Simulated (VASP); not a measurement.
Runs of VASP 6.6.1 on Ru. The structure is that of space group P6_3/mmc (No. 194), or close to it. The cells are those of the table. 

```tsv
cell	further INCAR settings	gap on the mesh (eV)	pressure (GPa)
a = 2.555, b = 2.555, c = 4.358 Å, angles 90.0, 90.0, 120.0°, 2 atoms	ALGO = Fast; EDIFF = 1e-07; NBANDS = 21	none	34.4
a = 2.622, b = 2.622, c = 4.146 Å, angles 90.0, 90.0, 120.0°, 2 atoms	ALGO = Fast; EDIFF = 1e-06; NBANDS = 21	none	31.9
a = 2.824, b = 2.824, c = 4.146 Å, angles 90.0, 90.0, 120.0°, 2 atoms	ALGO = Fast; EDIFF = 1e-06; NBANDS = 21	none	-18.6
a = 2.824, b = 2.824, c = 4.039 Å, angles 90.0, 90.0, 120.0°, 2 atoms	ALGO = Fast; EDIFF = 1e-07; NBANDS = 21	none	-9.9
a = 2.622, b = 2.622, c = 4.039 Å, angles 90.0, 90.0, 120.0°, 2 atoms	ALGO = Fast; EDIFF = 1e-07; NBANDS = 21	none	(a)
a = 2.555, b = 2.555, c = 4.252 Å, angles 90.0, 90.0, 120.0°, 2 atoms	ALGO = Fast; EDIFF = 1e-06; NBANDS = 21	none	46.2
a = 2.555, b = 2.555, c = 4.039 Å, angles 90.0, 90.0, 120.0°, 2 atoms	ALGO = Fast; EDIFF = 1e-07; NBANDS = 21	none	77.6
a = 2.555, b = 2.555, c = 4.146 Å, angles 90.0, 90.0, 120.0°, 2 atoms	ALGO = Fast; EDIFF = 1e-06; NBANDS = 21	none	(b)
a = 2.690, b = 2.690, c = 4.358 Å, angles 90.0, 90.0, 120.0°, 2 atoms	ALGO = Fast; EDIFF = 1e-07; NBANDS = 21	none	-8.2
a = 2.757, b = 2.757, c = 4.252 Å, angles 90.0, 90.0, 120.0°, 2 atoms	ALGO = Fast; EDIFF = 1e-06; NBANDS = 21	none	-14.8
a = 2.757, b = 2.757, c = 4.146 Å, angles 90.0, 90.0, 120.0°, 2 atoms	ALGO = Fast; EDIFF = 1e-07; NBANDS = 21	none	-6.4
a = 2.555, b = 2.555, c = 4.465 Å, angles 90.0, 90.0, 120.0°, 2 atoms	ALGO = Fast; EDIFF = 1e-06; NBANDS = 21	none	24.6
```

Alike in all rows: task single point; level PBEsol; potentials or basis VASP PAW PBE potentials, release 64 (Ru_pv); no spin polarisation; k mesh 24 × 24 × 14; cutoff (eV) 520; smearing gaussian 0.15 eV.

**Question.** Fill in the values left out.

**Answer.** (a) 46.4; (b) 60.4.

Caveats: the PAW data sets were made with another functional, which shifts forces and pressure a little.

A k mesh can miss the band edges, and the runs leave out spin-orbit coupling on Ru.

A gap of «none» marks levels without a gap at the run's occupations.
